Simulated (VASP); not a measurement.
# PtF2: relaxation of cell and atoms with PBE

Crystal: PtF2.

```
CELL_PARAMETERS angstrom
2.06473 -2.46576 0.00000
2.06473 2.46576 0.00000
0.00000 0.00000 3.99902
ATOMIC_POSITIONS crystal
Pt 0.00000 0.00000 0.00000
F 0.83441 0.16559 0.50000
F 0.16559 0.83441 0.50000
```

```json
{
  "Program": "VASP 6.6.1",
  "Task": "relaxation of cell and atoms",
  "Functional": "PBE",
  "Potentials or basis": "VASP PAW PBE potentials, release 64 (Pt, F)",
  "Cutoff": "600 eV",
  "k mesh": "4 × 4 × 4",
  "Occupations": "gaussian, width 0.15 eV",
  "Spin": "no spin polarisation",
  "Dipole correction": "no",
  "Further INCAR settings": "ALGO = Normal; EDIFF = 1e-06; IBRION = 2; EDIFFG = -0.08; NSW = 36; ISIF = 3"
}
```

```json
{
 "Relaxed volume": "15.59 Å³/atom",
 "Relaxed cell": "a = 3.862 Å, b = 3.862 Å, c = 3.147 Å, α = 90.00°, β = 90.00°, γ = 94.78°",
 "Space group after relaxing (to 0.05 Å)": "Cmmm (No. 65)",
 "Energy gained by relaxing": "1473.9 meV/atom",
 "Ionic steps": "15",
 "Pressure after relaxing": "0.0 GPa",
 "Largest force after relaxing": "0.068 eV/Å",
 "Band gap on the k mesh": "0.92 eV, indirect (least direct gap 1.03 eV)"
}
```

Forces on the atoms (eV/Å):
```
Pt   0.000  0.000  0.000
F    0.000  0.068  0.000
F    0.000 -0.068  0.000
```

Stress tensor (GPa, compression positive):
```
-0.76  0.00  0.00
 0.00  0.22  0.00
 0.00  0.00  0.58
```

The path:
| step | energy change (eV) | largest force (eV/Å) | pressure (GPa) | volume (Å³) |
| --- | --- | --- | --- | --- |
| 1 | 0.0000 | 9.2962 | 18.42 | 40.72 |
| 2 | -1.4139 | 2.1300 | -13.42 | 49.56 |
| 3 | -2.3989 | 1.4788 | -9.83 | 45.09 |
| 4 | -2.4212 | 1.2907 | -9.44 | 44.79 |
| 5 | -2.4340 | 0.8663 | -8.55 | 44.26 |
| 6 | -4.1209 | 0.1012 | 8.82 | 40.92 |
| 7 | -4.1273 | 0.4817 | 13.34 | 40.44 |
| 8 | -4.3721 | 0.5184 | -0.70 | 45.76 |
| 9 | -4.3725 | 0.4882 | -0.31 | 45.58 |
| 10 | -4.4049 | 0.0388 | 1.77 | 46.11 |
| 11 | -4.4049 | 0.0366 | 1.75 | 46.11 |
| 12 | -4.4167 | 0.1313 | -1.55 | 47.37 |
| 13 | -4.4173 | 0.1038 | -0.99 | 47.14 |
| 14 | -4.4215 | 0.0299 | -0.17 | 46.85 |
| 15 | -4.4218 | 0.0675 | 0.01 | 46.77 |

Final structure:
```
CELL_PARAMETERS angstrom
2.61442 -2.84220 0.00000
2.61442 2.84220 0.00000
0.00000 0.00000 3.14682
ATOMIC_POSITIONS crystal
Pt 0.00000 0.00000 0.00000
F 0.77665 0.22335 0.50000
F 0.22335 0.77665 0.50000
```

Levels at points of the mesh, in eV from the valence-band top:
```
           k point  band 10  band 11  band 12  band 13  band 14  band 15
(0.00, 0.00, 0.00)    -0.93    -0.89    -0.34     2.14     2.57     8.08
(0.50, 0.00, 0.00)    -0.96    -0.41    -0.15     2.14     4.27     5.42
(0.50, 0.50, 0.00)    -1.02    -0.50     0.00     2.19     5.81     7.16
(0.00, 0.00, 0.50)    -1.64    -0.50    -0.39     1.10     6.36     7.87
(0.50, 0.00, 0.50)    -1.11    -0.28    -0.16     0.95     6.76     6.95
(0.50, 0.50, 0.50)    -0.77    -0.19    -0.04     0.99     6.81     7.06
```

Wall time 65 s on 1 thread of Intel(R) Xeon(R) 6975P-C (Granite Rapids), with other jobs on the host, peak memory 0.18 GiB.

Caveat: the k points lie up to 0.50 Å⁻¹ apart in the final cell; spin-orbit coupling is left out, which moves the levels of the heavy elements; the relaxation stopped at a loose force limit of 0.08 eV/Å, so its end isn't a converged minimum. PBE gaps usually lie below the measured ones, often by a third to a half.
